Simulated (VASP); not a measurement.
## CuSi16 (a cell with a defect): single point with PBE

The system is CuSi16 (a cell with a defect).

```
Si Cu
1.0
     0.00000    5.43000    5.43000
     5.43000    0.00000    5.43000
     5.43000    5.43000    0.00000
Si Cu
16 1
Direct
  0.98907 0.00088 0.01348
  0.12053 0.13559 0.12272
  0.99301 0.00261 0.49815
  0.12991 0.08730 0.64477
  0.99019 0.51011 0.99906
  0.12022 0.61411 0.13756
  0.00875 0.45865 0.51629
  0.12280 0.61420 0.62674
  0.49348 0.00904 0.99645
  0.61349 0.13542 0.12298
  0.49809 0.00266 0.49847
  0.61648 0.13575 0.62341
  0.49270 0.50988 0.99914
  0.61816 0.63555 0.11997
  0.49501 0.51025 0.49181
  0.62839 0.61394 0.62690
  0.88001 0.82991 0.40119
```

```
Program                : VASP 6.6.1
Task                   : single point
Functional             : PBE
Potentials or basis    : VASP PAW PBE potentials, release 64 (Si, Cu)
Cutoff                 : 520 eV
k mesh                 : 2 × 2 × 2
Occupations            : gaussian, width 0.05 eV
Spin                   : no spin polarisation
Dipole correction      : no
Charge                 : 1
Further INCAR settings : LREAL = Auto; ALGO = Normal; EDIFF = 1e-06; NBANDS = 52; NELECT = 74.0
```

| Item | Value |
| --- | --- |
| Largest force | 0.017 eV/Å |

Forces in eV/Å, atoms in the order of the input:
```
Si  -0.011 -0.010  0.004
Si   0.000  0.000  0.002
Si  -0.002 -0.002  0.001
Si  -0.003 -0.003  0.002
Si   0.002  0.003 -0.007
Si  -0.004 -0.005  0.004
Si  -0.010 -0.005 -0.007
Si   0.007  0.014  0.002
Si   0.005 -0.001 -0.003
Si  -0.003  0.002  0.001
Si  -0.004 -0.006 -0.009
Si   0.003  0.007 -0.001
Si   0.005  0.006  0.002
Si   0.006  0.008  0.004
Si   0.000  0.002 -0.003
Si   0.007 -0.002 -0.005
Cu   0.002 -0.007  0.015
```

Levels at points of the mesh, in eV from the Fermi level:
```csv
k point,band 34,band 35,band 36,band 37,band 38,band 39,band 40,band 41
"(0.00, 0.00, 0.00)",-0.87,-0.64,-0.19,-0.17,0.17,0.61,0.61,0.63
"(0.50, 0.00, 0.00)",-0.90,-0.84,-0.77,-0.69,0.59,1.10,1.29,1.33
"(0.00, 0.50, 0.00)",-0.92,-0.91,-0.73,-0.72,0.43,1.26,1.34,1.34
"(0.00, 0.00, 0.50)",-0.89,-0.84,-0.75,-0.64,0.58,1.07,1.29,1.33
"(0.50, 0.50, 0.50)",-0.89,-0.84,-0.77,-0.68,0.59,1.10,1.29,1.33
"(0.50, 0.50, 0.00)",-1.52,-1.43,-1.41,-0.95,0.67,1.06,2.02,2.08
"(0.00, 0.50, 0.50)",-1.51,-1.45,-1.40,-0.97,0.68,1.06,2.03,2.07
"(0.50, 0.00, 0.50)",-1.52,-1.43,-1.41,-0.95,0.67,1.06,2.02,2.08
```

It took 3 min on 1 thread of Intel(R) Xeon(R) 6975P-C (Granite Rapids), on a shared host, peak memory 0.5 GiB.

Caveat: the k points lie up to 0.50 Å⁻¹ apart; the cell carries a net charge on a neutralising background, which shifts energy and pressure; the cell is charged against a uniform background, so pressure and absolute levels hang on convention.
